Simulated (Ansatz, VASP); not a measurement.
# One calculation of Fe, two programs

The input INCAR:

```
SYSTEM = Fe
ALGO     = Normal         ! electronic algorithm
EDIFF    = 1E-7           ! SCF threshold, eV
ENCUT    = 520            ! plane-wave cutoff, eV
GGA      = RE             ! functional
ISIF     = 2              ! what is computed and relaxed
ISMEAR   = -1             ! smearing method
LASPH    = .True.         ! aspherical terms in the spheres
LCHARG   = .False.        ! write CHGCAR
LREAL    = .False.        ! projectors in reciprocal space
LWAVE    = .False.        ! write WAVECAR
NBANDS   = 19             ! bands
NELM     = 60             ! most SCF steps
PREC     = Accurate       ! precision mode
SIGMA    = 0.1            ! smearing width, eV
```

The input KPOINTS:

```
k-points
0
Gamma
  11 11 14
  0 0 0
```

POSCAR

```
Fe
1.0
    3.9297239166      0.0000000000      0.0000000000
   -1.9648619583      3.4032407417      0.0000000000
    0.0000000000      0.0000000000      2.4699709162
Fe
3
Direct
    0.0000000000      0.0000000000      0.0000000000
    0.3333333333      0.6666666667      0.5000000000
    0.6666666667      0.3333333333      0.5000000000
```

Input for Ansatz:

```yaml
crystal:
  lattice:
    - [3.9297239166, 0.0, 0.0]
    - [-1.9648619583, 3.4032407417, 0.0]
    - [0.0, 0.0, 2.4699709162]
  atoms:
    - { symbol: Fe, position: [0.0, 0.0, 0.0] }
    - { symbol: Fe, position: [0.3333333333, 0.6666666667, 0.5] }
    - { symbol: Fe, position: [0.6666666667, 0.3333333333, 0.5] }
hamiltonian:
  xc: revpbe
  pseudopotentials:
    kind: paw
    azcp:
      Fe: "pseudopotentials/Fe.paw.azcp"
basis:
  ecutwfc: 420
  fft_grid_basis: typed
kpoints:
  mp_grid: { grid: [11, 11, 14], shift: [0, 0, 0] }
magnetization:
  spin_polarized: false
scf:
  occupations: { method: fermi_dirac, width: 0.1 }
  lower_state_search: "off"
output:
  stress: true
  write_density: true
  write_potential: true
  elf: true
  volumetric_format: npy
```

Alike in both runs: task single point; functional revPBE; k mesh 11 × 11 × 14; occupations fermi-dirac, width 0.1 eV; no spin polarisation.

|  | VASP | Ansatz |
| --- | --- | --- |
| version | VASP 6.6.1 | Ansatz 0.2.0 |
| potentials or method | VASP PAW PBE potentials, release 64 (Fe), cutoff 520 eV | plane waves (420 eV) with PAW, scalar-relativistic |
| valence electrons in the cell | 24 | 48 |

Ansatz gave:

```
pressure (GPa)                                                : -9.4
traceless stress, the component that is largest in VASP (GPa) : 0.38
```

Task: Which values does VASP return?

Result: Pressure (GPa): -9.8; traceless stress, the component that is largest in VASP (GPa): 0.43.

VASP's potentials were made for PBE, not for revPBE. With one functional, cell and mesh, what is left measures potentials, basis and numerics. VASP's potentials hold 24 valence electrons a cell and Ansatz's 48, so a difference there can come from the potentials and not from the codes.
